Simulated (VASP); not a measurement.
Set up this calculation in VASP 6.6.1, as the native input.

| Quantity | Value |
| --- | --- |
| Task | single point |
| Functional | LDA |
| Potentials or basis | VASP PAW LDA potentials, release 64 (Rb_sv) |
| Cutoff | 520 eV |
| k mesh | 2 × 2 × 2 |
| Occupations | fermi-dirac, width 0.1 eV |
| Spin | no spin polarisation |
| Dipole correction | no |
| Further INCAR settings | ALGO = Normal; EDIFF = 1e-07; NBANDS = 10 |

The structure of Rb lies in POSCAR:

```
Rb
1.0
   -2.6859640533      2.6859640533      2.6859640533
    2.6859640533     -2.6859640533      2.6859640533
    2.6859640533      2.6859640533     -2.6859640533
Rb
1
Direct
    0.0000000000      0.0000000000      0.0000000000
```

These files were run (other wordings do the same):

INCAR

```
  PREC = Accurate
  ENCUT = 520
  EDIFF = 1E-7
  ISMEAR = -1
  SIGMA = 0.1
  LREAL = False
  LASPH = True
  NELM = 100
  ALGO = Normal
  ISIF = 2
  LWAVE = False
  LCHARG = False
  GGA = CA
  NBANDS = 10
```

KPOINTS

```
Automatic mesh
0
Gamma
  2 2 2
```

Potentials or basis: VASP PAW LDA potentials, release 64 (Rb_sv).

Run with:

```sh
$ cat potpaw_LDA.64/Rb_sv/POTCAR > POTCAR
$ mpirun -np 1 vasp_std > vasp.out
```

Results of the run:

```json
{
 "Pressure": "-0.6 GPa"
}
```

Caveat: the k points lie up to 0.83 Å⁻¹ apart.

Run time: 6.9 s on 1 thread of Intel Xeon 6975P-C, with other jobs on the host, peak memory 0.16 GiB.
